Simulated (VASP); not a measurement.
Input of a VASP 6.6.1 run:

Contents of INCAR:

```
PREC = Accurate ; ENCUT = 520
EDIFF = 1E-6 ; ISMEAR = 1
SIGMA = 0.6 ; LREAL = False
LASPH = True ; NELM = 150
ALGO = Normal ; ISIF = 2
LWAVE = False ; LCHARG = False
ISPIN = 2 ; MAGMOM = 2.208
LORBIT = 11 ; LMAXMIX = 4
GGA = PE ; NBANDS = 14
```

KPOINTS

```
Automatic mesh
0
Gamma
  15 15 15
```

POSCAR

```
Fe
1.0
   -1.4163059769      1.4163059769      1.4163059769
    1.4163059769     -1.4163059769      1.4163059769
    1.4163059769      1.4163059769     -1.4163059769
Fe
1
Direct
    0.0000000000      0.0000000000      0.0000000000
```

Potentials or basis: VASP PAW PBE potentials, release 64 (Fe).

Run with:

```console
$ cat potpaw_PBE.64/Fe/POTCAR > POTCAR
$ mpirun -np 1 vasp_std > vasp.out
```

Task: Predict the pressure.

Result: -1.1 GPa.

Task: Estimate the net moment.

Result: 2.18 μB per cell.

Task: Estimate the site moments.

Result: Fe +2.18 μB.

Caveat: so wide a smearing shifts energies and pressures.
